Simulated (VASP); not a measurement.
Write the native input for VASP 6.6.1 that does the following.

* Task: single point
* Functional: r2SCAN
* Potentials or basis: VASP PAW PBE potentials, release 64 (Al, Ga_d, N)
* Cutoff: 520 eV
* k mesh: 6 × 6 × 6
* Occupations: gaussian, width 0.05 eV
* Spin: no spin polarisation
* Dipole correction: no
* Further INCAR settings: ALGO = Normal; EDIFF = 1e-06; NBANDS = 41

The system is AlGa3N4.

```
Al Ga N
1.0
     4.46534    0.00000    0.00000
     0.00000    4.46534    0.00000
     0.00000    0.00000    4.46534
Al Ga N
1 3 4
Direct
  0.00000 0.00000 0.00000
  0.50325 0.50000 0.00000
  0.49675 0.00000 0.50325
  0.00000 0.50000 0.49675
  0.76906 0.72792 0.23094
  0.74164 0.24465 0.76906
  0.25836 0.78278 0.74164
  0.23094 0.24465 0.25836
```

This cell differs from its parent crystal: atoms displaced along a vibrational mode.

One way to write it, as run:

POSCAR

```
AlGa3N4
1.0
    4.4653444470      0.0000000000      0.0000000000
    0.0000000000      4.4653444470      0.0000000000
    0.0000000000      0.0000000000      4.4653444470
Al Ga N
1 3 4
Direct
    0.0000000000      0.0000000000      0.0000000000
    0.5032524278      0.5000000000      0.0000000000
    0.4967475722      0.0000000000      0.5032524278
    0.0000000000      0.5000000000      0.4967475722
    0.7690649453      0.7279232746      0.2309350547
    0.7416371649      0.2446489449      0.7690649453
    0.2583628351      0.7827788356      0.7416371649
    0.2309350547      0.2446489449      0.2583628351
```

INCAR.step1

```
SYSTEM = AlGa3N4
ALGO = Normal
EDIFF = 1E-4
ENCUT = 520
GGA = PE
ISMEAR = 0
LASPH = .True.
LCHARG = .False.
LREAL = .False.
LWAVE = .True.
NBANDS = 41
NELM = 60
PREC = Accurate
SIGMA = 0.05
```

INCAR.step2

```
SYSTEM = AlGa3N4
ALGO = Normal
EDIFF = 1E-6
ENCUT = 520
ISIF = 2
ISMEAR = 0
ISTART = 1
LASPH = .True.
LCHARG = .False.
LMIXTAU = .True.
LREAL = .False.
LWAVE = .False.
METAGGA = R2SCAN
NBANDS = 41
NELM = 60
PREC = Accurate
SIGMA = 0.05
```

KPOINTS

```
k-points
0
Gamma
  6 6 6
  0 0 0
```

Potentials or basis: VASP PAW PBE potentials, release 64 (Al, Ga_d, N).

Command:

```bash
$ cat potpaw_PBE.64/Al/POTCAR potpaw_PBE.64/Ga_d/POTCAR potpaw_PBE.64/N/POTCAR > POTCAR
$ cp INCAR.step1 INCAR
$ mpirun -np 1 vasp_std > vasp.out
$ cp INCAR.step2 INCAR
$ mpirun -np 1 vasp_std > vasp.out
```

Results of the run:

```
Pressure               : 3.2 GPa
Largest force          : 3.739 eV/Å
Band gap on the k mesh : 2.73 eV
```

Caveat: the cell differs from its parent crystal (atoms displaced along a vibrational mode); the cell stands under pressure; the PAW data sets were made with another functional, which shifts forces and pressure a little.

Run time: 10 min on 1 thread of Intel(R) Xeon(R) 6975P-C (Granite Rapids) (shared host), peak memory 0.35 GiB.
